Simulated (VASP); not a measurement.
HgTe:

```
Hg Te
1.0
     2.99252   -3.46693    0.00000
     2.99252    3.46693    0.00000
     0.00000    0.00000    5.79816
Hg Te
2 2
Direct
  0.34305 0.65695 0.75000
  0.65695 0.34305 0.25000
  0.78481 0.21519 0.75000
  0.21519 0.78481 0.25000
```

```yaml
Program: VASP 6.6.1
Task: relaxation of shape and atoms at fixed volume
Functional: r2SCAN
Potentials_or_basis: VASP PAW PBE potentials, release 64 (Hg, Te)
Cutoff: 550 eV
k_mesh: 6 × 6 × 4
Occupations: fermi-dirac, width 0.1 eV
Spin: no spin polarisation
```

At the start: pressure -1.2 GPa; volume 30.08 Å³/atom.

Task: How do energy, volume and symmetry change on relaxing?

Result: Over 11 steps the energy falls by 4.5 meV/atom; space group Cmcm (No. 63, to 0.1 Å) before and after.

The path:
```csv
step,energy change (eV),largest force (eV/Å),pressure (GPa),volume (Å³)
1,0.0000,0.1242,-1.23,120.31
2,-0.0017,0.1174,-1.17,120.31
3,-0.0061,0.0972,-0.97,120.31
4,-0.0109,0.0565,-0.55,120.31
5,-0.0132,0.0500,-0.51,120.31
6,-0.0160,0.0310,-0.38,120.31
7,-0.0162,0.0385,-0.34,120.31
8,-0.0167,0.0394,-0.28,120.31
9,-0.0175,0.0436,-0.10,120.31
10,-0.0175,0.0448,-0.06,120.31
11,-0.0181,0.0290,-0.07,120.31
```

Final structure:
```
Hg Te
1.0
     2.91989   -3.51133    0.00000
     2.91989    3.51133    0.00000
     0.00000    0.00000    5.86725
Hg Te
2 2
Direct
  0.34015 0.65985 0.75000
  0.65985 0.34015 0.25000
  0.76643 0.23357 0.75000
  0.23357 0.76643 0.25000
```

Caveat: the PAW data sets were made with another functional, which shifts forces and pressure a little.
